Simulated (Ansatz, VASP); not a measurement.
# One calculation of Zr, two programs

```
Zr
1.0
     3.25235    0.00000    0.00000
    -1.62617    2.81661    0.00000
     0.00000    0.00000    5.17585
Zr
2
Direct
  0.33333 0.66667 0.25000
  0.66667 0.33333 0.75000
```

Alike in both runs: functional PBEsol; k mesh 12 × 12 × 6; occupations fermi-dirac, width 0.05 eV; no spin polarisation; Hubbard terms Zr d U = 4.0 eV.

Ansatz relaxed the structure, and its values are those at the end. VASP's run is a single point on that final structure, the one shown.

|  | VASP | Ansatz |
| --- | --- | --- |
| version | VASP 6.6.1 | Ansatz 0.2.0 |
| potentials or method | VASP PAW PBE potentials, release 64 (Zr_sv) | PAW with Ansatz's default frozen-core files, scalar-relativistic |
| plane-wave cutoff (eV) | 520 | 420 |
| valence electrons in the cell | 24 | 24 |

```csv
,VASP,Ansatz,Ansatz less VASP
pressure (GPa),5.4,0.0,-5.39
```

VASP's potentials were made for PBE, not for PBEsol. The programs project onto different local orbitals, so the same U acts differently, and such runs can settle in different states. Ansatz's warnings: filled band counts differ across k points.
